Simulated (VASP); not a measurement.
A run of VASP 6.6.1:

Contents of INCAR:

```
SYSTEM = Sb
PREC     = Accurate       ! precision mode
ENCUT    = 520            ! plane-wave cutoff, eV
EDIFF    = 1E-7           ! SCF threshold, eV
ISMEAR   = -1             ! smearing method
SIGMA    = 0.1            ! smearing width, eV
LREAL    = .False.        ! projectors in reciprocal space
LASPH    = .True.         ! aspherical terms in the spheres
NELM     = 80             ! most SCF steps
ALGO     = Normal         ! electronic algorithm
ISIF     = 2              ! what is computed and relaxed
LWAVE    = .False.        ! write WAVECAR
LCHARG   = .False.        ! write CHGCAR
GGA      = PS             ! functional
NBANDS   = 8              ! bands
```

The input KPOINTS:

```
regular mesh
0
Gamma
  13 13 13
  0 0 0
```

File POSCAR:

```
Sb
1.0
    0.0000000000      2.3244085003      2.3244085003
    2.3244085003      0.0000000000      2.3244085003
    2.3244085003      2.3244085003      0.0000000000
Sb
1
Direct
    0.0000000000      0.0000000000      0.0000000000
```

Potentials or basis: VASP PAW PBE potentials, release 64 (Sb).

The run is started by

```sh
$ cat potpaw_PBE.64/Sb/POTCAR > POTCAR
$ mpirun -np 1 vasp_std > vasp.out
```

Hardware: 1 thread of Intel Xeon 8259CL (shared host).

Problem. Estimate the wall time of this run.

Solution. It took 10 s on 1 thread of Intel Xeon 8259CL, with other jobs on the host, peak memory 0.14 GiB. Counts: scf iterations 12, k points 84.
